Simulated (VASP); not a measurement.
# Si64N (a cell with a defect) in VASP: single point with PBEsol

Aim: the single point of Si64N (a cell with a defect) with PBEsol.

Program: VASP 6.6.1. These are calculated values, not measurements. Logs are shortened: lines on timing, memory, paths and dates and some standing lists are left out, and cuts for length are marked.

### 1 The cell of the first run

The cell holds a defect, 65 atoms: a = 10.866 Å, b = 10.866 Å, c = 10.866 Å, α = 90.00°, β = 90.00°, γ = 90.00°.

### 2 Single point, PBEsol

INCAR reads:

```
SYSTEM = Si64N
  ALGO = Normal
  EDIFF = 1E-6
  ENCUT = 520
  GGA = PS
  ISIF = 2
  ISMEAR = -1
  ISYM = 0
  LASPH = .True.
  LCHARG = .False.
  LREAL = Auto
  LWAVE = .False.
  NBANDS = 168
  NELECT = 260.0
  NELM = 60
  PREC = Accurate
  SIGMA = 0.05
```

KPOINTS reads:

```
Automatic mesh
0
Gamma
  1 1 1
  0.25 0.25 0.25
```

POSCAR reads:

```
Si64N
1.0
   10.8655790000      0.0000000000      0.0000000000
    0.0000000000     10.8655790000      0.0000000000
    0.0000000000      0.0000000000     10.8655790000
Si N
64 1
Direct
    0.9994040000      0.9994430000      0.9996180000
    0.9967940000      0.9999860000      0.5003540000
    0.9921980000      0.4975160000      0.9924010000
    0.9989900000      0.4998570000      0.4996720000
    0.5000870000      0.0000730000      0.9969680000
    0.4988730000      0.9989390000      0.4990750000
    0.4994890000      0.4998660000      0.9991930000
    0.1239420000      0.1260580000      0.1241680000
    0.1292610000      0.1289170000      0.6229110000
    0.1111320000      0.6310460000      0.1113020000
    0.1276010000      0.6217890000      0.6239360000
    0.6227310000      0.1289020000      0.1294720000
    0.6285930000      0.1145750000      0.6287850000
    0.6237360000      0.6218120000      0.1278120000
    0.6093890000      0.5942620000      0.6096010000
    0.2507950000      0.2506990000      0.0012090000
    0.2626560000      0.2647670000      0.4987150000
    0.2466590000      0.7531400000      0.9962810000
    0.2419050000      0.7554640000      0.4991200000
    0.7518430000      0.2466670000      0.0040530000
    0.7578100000      0.2402610000      0.5104570000
    0.7479080000      0.7455210000      0.0000660000
    0.7386210000      0.7374000000      0.4965450000
    0.3732640000      0.3801600000      0.1261290000
    0.4048850000      0.3749690000      0.6318820000
    0.3720760000      0.8790990000      0.1206330000
    0.3744940000      0.8731700000      0.6225480000
    0.8720440000      0.3749760000      0.1296460000
    0.8801180000      0.3729420000      0.6287350000
    0.8707880000      0.8761280000      0.1224460000
    0.8712970000      0.8659460000      0.6225870000
    0.2495490000      0.0027080000      0.2497550000
    0.2495500000      0.9994630000      0.7468210000
    0.2338580000      0.5080780000      0.2340950000
    0.2605500000      0.4993050000      0.7450400000
    0.7466340000      0.9994430000      0.2497660000
    0.7526670000      0.9905830000      0.7528470000
    0.7448270000      0.4992650000      0.2607440000
    0.7457340000      0.4944960000      0.7459020000
    0.3757330000      0.1277050000      0.3759090000
    0.3724330000      0.1235820000      0.8752280000
    0.3522030000      0.6466470000      0.3523740000
    0.3742960000      0.6263250000      0.8762750000
    0.8750820000      0.1235120000      0.3726700000
    0.8748440000      0.1231080000      0.8750510000
    0.8760620000      0.6263160000      0.3744910000
    0.8686150000      0.6232780000      0.8688040000
    0.0010150000      0.2506930000      0.2510480000
    0.0038480000      0.2466510000      0.7520640000
    0.9961190000      0.7531150000      0.2468760000
    0.9998760000      0.7455170000      0.7481030000
    0.4985110000      0.2648050000      0.2628100000
    0.5102600000      0.2402650000      0.7579820000
    0.4988710000      0.7555010000      0.2420530000
    0.4963700000      0.7374800000      0.7389010000
    0.1259470000      0.3801160000      0.3735060000
    0.1294510000      0.3750220000      0.8722100000
    0.1204900000      0.8790550000      0.3722890000
    0.1222210000      0.8761620000      0.8709740000
    0.6316840000      0.3749670000      0.4050880000
    0.6285440000      0.3729510000      0.8803010000
    0.6223300000      0.8731520000      0.3746600000
    0.6223930000      0.8660110000      0.8715430000
    0.4049510000      0.4471270000      0.4051250000
    0.5283880000      0.4577580000      0.5286070000
```

Potentials or basis: VASP PAW PBE potentials, release 64 (Si, N).

Run with:

```console
> cat potpaw_PBE.64/Si/POTCAR potpaw_PBE.64/N/POTCAR > POTCAR
> mpirun -np 1 vasp_std > vasp.out
```

OUTCAR:

```text
SYSTEM = Si64N
   EDIFF = 1E-6
   ENCUT = 520
   GGA = PS
   ISIF = 2
   ISMEAR = -1
   ISYM = 0
   LASPH = .True.
   LREAL = Auto
   NELECT = 260.0
   NELM = 60
   PREC = Accurate

 ion  position               nearest neighbor table
   1  0.999  0.999  1.000-  45 2.34  59 2.35  30 2.35   8 2.36
   2  0.997  1.000  0.500-  58 2.34  44 2.34  31 2.40   9 2.41
   3  0.992  0.498  0.992-  10 2.33  47 2.34  57 2.39  28 2.39
   4  0.999  0.500  0.500-  56 2.34  46 2.35  11 2.35  29 2.35
   5  0.500  0.000  0.997-  26 2.34  41 2.34  63 2.40  12 2.41
   6  0.499  0.999  0.499-  27 2.34  62 2.34  40 2.35  13 2.36
[... 8 lines left out ...]
  15  0.609  0.594  0.610-  65 1.94  39 2.36  23 2.43  55 2.43
  16  0.251  0.251  0.001-   8 2.35  57 2.35  41 2.35  24 2.36
  17  0.263  0.265  0.499-  40 2.35  56 2.37  25 2.43   9 2.47  64 2.71
[... 32 lines left out ...]
  50  0.996  0.753  0.247-  30 2.34  10 2.34  46 2.35  58 2.36
  51  1.000  0.746  0.748-  47 2.35  31 2.35  11 2.36  59 2.36
  52  0.499  0.265  0.263-  40 2.35  24 2.37  60 2.43  12 2.47  64 2.71
  53  0.510  0.240  0.758-  25 2.31  41 2.34  13 2.34  61 2.34
  54  0.499  0.756  0.242-  42 2.32  26 2.33  14 2.34  62 2.35
  55  0.496  0.737  0.739-  43 2.33  27 2.35  63 2.43  15 2.43
  56  0.126  0.380  0.374-   4 2.34  48 2.36  34 2.37  17 2.37  64 3.14
  57  0.129  0.375  0.872-  49 2.35  16 2.35   3 2.39  35 2.40
  58  0.120  0.879  0.372-  19 2.33   2 2.34  32 2.35  50 2.36
  59  0.122  0.876  0.871-  18 2.34  33 2.35   1 2.35  51 2.36
  60  0.632  0.375  0.405-  65 1.97  21 2.31  38 2.41  52 2.43  64 2.59
  61  0.629  0.373  0.880-  20 2.34  53 2.34  39 2.34   7 2.35
  62  0.622  0.873  0.375-   6 2.34  54 2.35  23 2.35  36 2.36
  63  0.622  0.866  0.872-  37 2.35  22 2.35   5 2.40  55 2.43
  64  0.405  0.447  0.405-  65 1.90  42 2.31  60 2.59  25 2.59  34 2.71  52 2.71  17 2.71  24 3.14
                            56 3.14
  65  0.528  0.458  0.529-  64 1.90  15 1.94  25 1.97  60 1.97

IMPORTANT INFORMATION: All symmetrisations will be switched off!
NOSYMM: (Re-)initialisation of all symmetry stuff for point group C_1.

----------------------------------------------------------------------------------------

                                     Primitive cell

  volume of cell :    1282.7990

  direct lattice vectors                    reciprocal lattice vectors
    10.865579000  0.000000000  0.000000000     0.092033752  0.000000000  0.000000000
     0.000000000 10.865579000  0.000000000     0.000000000  0.092033752  0.000000000
     0.000000000  0.000000000 10.865579000     0.000000000  0.000000000  0.092033752

  length of vectors
    10.865579000 10.865579000 10.865579000     0.092033752  0.092033752  0.092033752

  position of ions in fractional coordinates (direct lattice)
     0.999404000  0.999443000  0.999618000
     0.996794000  0.999986000  0.500354000
     0.992198000  0.497516000  0.992401000
     0.998990000  0.499857000  0.499672000
     0.500087000  0.000073000  0.996968000
     0.498873000  0.998939000  0.499075000
[... 57 lines left out ...]
     0.404951000  0.447127000  0.405125000
     0.528388000  0.457758000  0.528607000

  ion indices of the primitive-cell ions
   primitive index   ion index
                 1           1
                 2           2
                 3           3
                 4           4
                 5           5
                 6           6
[... 57 lines left out ...]
                64          64
                65          65

----------------------------------------------------------------------------------------

 KPOINTS: Automatic mesh

Automatic generation of k-mesh.
 Grid dimensions read from file:
 generate k-points for:    1    1    1

 Generating k-lattice:

  Cartesian coordinates                     Fractional coordinates (reciprocal lattice)
     0.092033752  0.000000000  0.000000000     1.000000000  0.000000000  0.000000000
     0.000000000  0.092033752  0.000000000     0.000000000  1.000000000  0.000000000
     0.000000000  0.000000000  0.092033752     0.000000000  0.000000000  1.000000000

  Length of vectors
     0.092033752  0.092033752  0.092033752

  Shift w.r.t. Gamma in fractional coordinates (k-lattice)
     0.250000000  0.250000000  0.250000000

 Subroutine IBZKPT returns following result:
 ===========================================

 Found      4 irreducible k-points:

 Following reciprocal coordinates:
            Coordinates               Weight
  0.250000  0.250000  0.250000      2.000000
 -0.250000  0.250000  0.250000      2.000000
 -0.250000 -0.250000  0.250000      2.000000
  0.250000 -0.250000  0.250000      2.000000
   k-points           NKPTS =      4   k-points in BZ     NKDIM =      4   number of bands    NBANDS=    168
   number of dos      NEDOS =    301   number of ions     NIONS =     65
   total plane-waves  NPLWV = 592704
   dimension x,y,z NGX =    84 NGY =   84 NGZ =   84
   dimension x,y,z NGXF=   168 NGYF=  168 NGZF=  168
   ions per type =              64   1
   NGX,Y,Z   is equivalent  to a cutoff of  12.85, 12.85, 12.85 a.u.
   NGXF,Y,Z  is equivalent  to a cutoff of  25.70, 25.70, 25.70 a.u.
 SYSTEM =  Si64N
   PREC   = accura    normal or accurate (medium, high low for compatibility)
   ISTART =      0    job   : 0-new  1-cont  2-samecut
   ICHARG =      2    charge: 1-file 2-atom 10-const
   ISPIN  =      1    spin polarized calculation?
   LNONCOLLINEAR =      F non collinear calculations
   LSORBIT =      F    spin-orbit coupling
   LASPH  =      T    aspherical Exc in radial PAW
   ENCUT  =  520.0 eV  38.22 Ry    6.18 a.u.  20.20 20.20 20.20*2*pi/ulx,y,z
   NELM   =     60;   NELMIN=  2; NELMDL= -5     # of ELM steps
   EDIFF  = 0.1E-05   stopping-criterion for ELM
   LREAL  =      T    real-space projection
   EDIFFG = 0.1E-04   stopping-criterion for IOM
   NSW    =      0    number of steps for IOM
   IBRION =     -1    ionic relax: 0-MD 1-quasi-New 2-CG
   NFREE  =      0    steps in history (QN), initial steepest desc. (CG)
   ISIF   =      2    stress and relaxation
   ISYM   =      0    0-nonsym 1-usesym 2-fastsym
   POTIM  = 0.5000    time-step for ionic-motion
   TEBEG  =    0.0;   TEEND  =   0.0 temperature during run
   PSTRESS=    0.0 pullay stress
   NELECT =     260.0000    total number of electrons
   NUPDOWN=      -1.0000    fix difference up-down
   EMIN   =  10.00;   EMAX   =-10.00  energy-range for DOS
   EFERMI =   0.00;   METHOD = LEGACY
   ISMEAR =    -1;   SIGMA  =   0.05  broadening in eV -4-tet -1-fermi 0-gaus
   EFERMI_NEDOS =   21; number of points for ismear=-14 and -15
   IALGO  =     38    algorithm
   IMIX   =      4    mixing-type and parameters
     AMIX     =   0.40;   BMIX     =  1.00
     AMIX_MAG =   1.60;   BMIX_MAG =  1.00
  volume/ion in A,a.u.               =      19.74       133.18
  Fermi-wavevector in a.u.,A,eV,Ry     =   0.961641  1.817238 12.582040  0.924754
  Thomas-Fermi vector in A             =   2.091031
   LORBIT       =      0    0 simple, 1 ext, 2 COOP (PROOUT), +10 PAW based schemes
   GGA     = PS    functional components
   LHFCALC =     F    Hartree Fock is set to
   AEXX    =    0.0000 exact exchange contribution
   IVDW    =     0    specifies the selected vdW correction
   LEPSILON=     F    determine dielectric tensor
   LRPA    =     F    only Hartree local field effects (RPA)
 non-spin polarized calculation
  energy-cutoff  :      520.00
  volume of cell :     1282.80
 maximum number of plane-waves:     34484
 NGX is ok and might be reduce to    84
   NGX = 41   NGY = 41   NGZ = 41

 number of electron     259.9999999 magnetization

 Free energy of the ion-electron system (eV)
  ---------------------------------------------------
  ext. energy  EPLUGINS =         0.00000000
  ---------------------------------------------------
  free energy    TOTEN  =      -379.72803876 eV

  energy without entropy =     -379.72244650  energy(sigma->0) =     -379.72524263

 E-fermi :   5.9031     XC(G=0):  -9.5789

 val. band max:        5.6442022431   @ k =  -0.2500  -0.2500   0.2500
 cond. band min:       6.1662479198   @ k =  -0.2500  -0.2500   0.2500
 fundamental gap:      0.5220456767
 Fermi energy:         5.9031441635

 k-point     1 :       0.2500    0.2500    0.2500
  band No.  band energies     occupation
      1     -11.1693      2.00000
      2      -5.9369      2.00000
      3      -5.4719      2.00000
      4      -5.4113      2.00000
      5      -5.3446      2.00000
      6      -5.0472      2.00000
[... 134 lines left out ...]
    141       7.5991      0.00000
    142       7.6244      0.00000

 k-point     2 :      -0.2500    0.2500    0.2500
  band No.  band energies     occupation
      1     -11.1693      2.00000
      2      -5.9169      2.00000
      3      -5.5851      2.00000
      4      -5.4014      2.00000
      5      -5.2703      2.00000
      6      -5.0167      2.00000
[... 134 lines left out ...]
    141       7.5839      0.00000
    142       7.6113      0.00000

 k-point     3 :      -0.2500   -0.2500    0.2500
  band No.  band energies     occupation
      1     -11.1693      2.00000
      2      -5.9169      2.00000
      3      -5.5851      2.00000
      4      -5.4014      2.00000
      5      -5.2702      2.00000
      6      -5.0166      2.00000
[... 134 lines left out ...]
    141       7.5836      0.00000
    142       7.6112      0.00000

 k-point     4 :       0.2500   -0.2500    0.2500
  band No.  band energies     occupation
      1     -11.1693      2.00000
      2      -5.9232      2.00000
      3      -5.5473      2.00000
      4      -5.4127      2.00000
      5      -5.3078      2.00000
      6      -5.0167      2.00000
[... 134 lines left out ...]
    141       7.5833      0.00000
    142       7.6091      0.00000
 [bands above 142 left out]

------------------------ aborting loop because EDIFF is reached ----------------------------------------

  FORCE on cell =-STRESS in cart. coord.  units (eV):
  Direction    XX          YY          ZZ          XY          YZ          ZX
  --------------------------------------------------------------------------------------
  -------------------------------------------------------------------------------------
  Total      -11.8398499    -13.9092718    -11.8328760     -8.0433990     -8.0681196      5.6306376
  in kB      -14.7876157    -17.3722613    -14.7789056    -10.0459630    -10.0768383      7.0324967
  external PRESSURE =     -15.6462609 kB  Pullay stress =       0.0000000 kB

 VOLUME and BASIS-vectors are now :
 -----------------------------------------------------------------------------
  energy-cutoff  :      520.00
  volume of cell :     1282.80
      direct lattice vectors                 reciprocal lattice vectors
    10.865579000  0.000000000  0.000000000     0.092033752  0.000000000  0.000000000
     0.000000000 10.865579000  0.000000000     0.000000000  0.092033752  0.000000000
     0.000000000  0.000000000 10.865579000     0.000000000  0.000000000  0.092033752

 POSITION                                       TOTAL-FORCE (eV/Angst)
 -----------------------------------------------------------------------------------
     10.85910     10.85953     10.86143         0.011875      0.012282      0.013588
     10.83074     10.86543      5.43664         0.058738      0.037481      0.075036
     10.78081      5.40580     10.78301         0.012395      0.052829      0.012126
     10.85460      5.43124      5.42923         0.041694      0.037698      0.044769
      5.43373      0.00079     10.83263         0.078774      0.035835      0.060139
      5.42054     10.85405      5.42274         0.034275      0.028956      0.031462
[... 57 lines left out ...]
      4.40003      4.85829      4.40192         0.135412      0.278479      0.135232
      5.74124      4.97381      5.74362         0.057934      0.138189      0.056571
 -----------------------------------------------------------------------------------
    total drift:                               -0.005106     -0.006614      0.001083

  FREE ENERGIE OF THE ION-ELECTRON SYSTEM (eV)
  ---------------------------------------------------
  free  energy   TOTEN  =      -379.7280387554 eV

  energy  without entropy=     -379.7224464979  energy(sigma->0) =     -379.72524263
```

Wall time 56 min (1 thread of AMD EPYC 7R43 (Zen 3), shared host); peak memory 1.4 GiB.

What came out:

* Free energy: -379.7280 eV
* Largest force: 0.338 eV/Å

Forces on the atoms (eV/Å):
```
Si   0.012  0.012  0.014
Si   0.059  0.037  0.075
Si   0.012  0.053  0.012
Si   0.042  0.038  0.045
Si   0.079  0.036  0.060
Si   0.034  0.029  0.031
Si   0.045  0.038  0.040
Si  -0.008 -0.039 -0.010
Si  -0.029 -0.029 -0.192
Si  -0.037 -0.057 -0.033
Si  -0.034 -0.027 -0.018
Si  -0.194 -0.027 -0.031
Si  -0.041 -0.008 -0.043
Si  -0.017 -0.029 -0.035
Si   0.074 -0.045  0.078
Si   0.056  0.012  0.025
Si  -0.067 -0.129  0.073
Si   0.068  0.017  0.009
Si   0.000  0.020  0.094
Si   0.034  0.040  0.008
Si   0.060 -0.057  0.039
Si   0.005  0.035  0.023
Si   0.044  0.064  0.147
Si  -0.048 -0.074 -0.021
Si  -0.065  0.083 -0.131
Si  -0.053  0.003 -0.012
Si  -0.067 -0.012 -0.003
Si  -0.004 -0.051  0.010
Si  -0.020 -0.063 -0.016
Si  -0.041 -0.002 -0.030
Si  -0.081 -0.055 -0.072
Si   0.055  0.059  0.053
Si   0.043  0.007  0.045
Si  -0.069  0.108 -0.069
Si  -0.032  0.037  0.012
Si   0.045  0.007  0.043
Si   0.038  0.013  0.040
Si   0.015  0.040 -0.033
Si  -0.011  0.054 -0.010
Si  -0.050 -0.062 -0.051
Si  -0.028 -0.013 -0.036
Si  -0.012 -0.259 -0.009
Si  -0.065 -0.014 -0.010
Si  -0.039 -0.012 -0.028
Si  -0.012 -0.013 -0.010
Si  -0.011 -0.016 -0.067
Si  -0.019  0.014 -0.019
Si   0.025  0.009  0.053
Si   0.009  0.042  0.033
Si   0.009  0.016  0.067
Si   0.022  0.034  0.005
Si   0.072 -0.131 -0.064
Si   0.040 -0.056  0.062
Si   0.098  0.020 -0.001
Si   0.147  0.059  0.041
Si  -0.021 -0.072 -0.048
Si   0.007 -0.054 -0.002
Si  -0.013  0.004 -0.052
Si  -0.027 -0.003 -0.041
Si  -0.132  0.082 -0.063
Si  -0.017 -0.062 -0.022
Si  -0.004 -0.012 -0.064
Si  -0.072 -0.053 -0.082
Si   0.135  0.278  0.135
N    0.058  0.138  0.057
```

Caveat: the k points lie up to 0.58 Å⁻¹ apart; the cell carries a net charge on a neutralising background, which shifts energy and pressure; the cell is charged against a uniform background, so pressure and absolute levels hang on convention; the PAW data sets were made with another functional, which shifts forces and pressure a little.
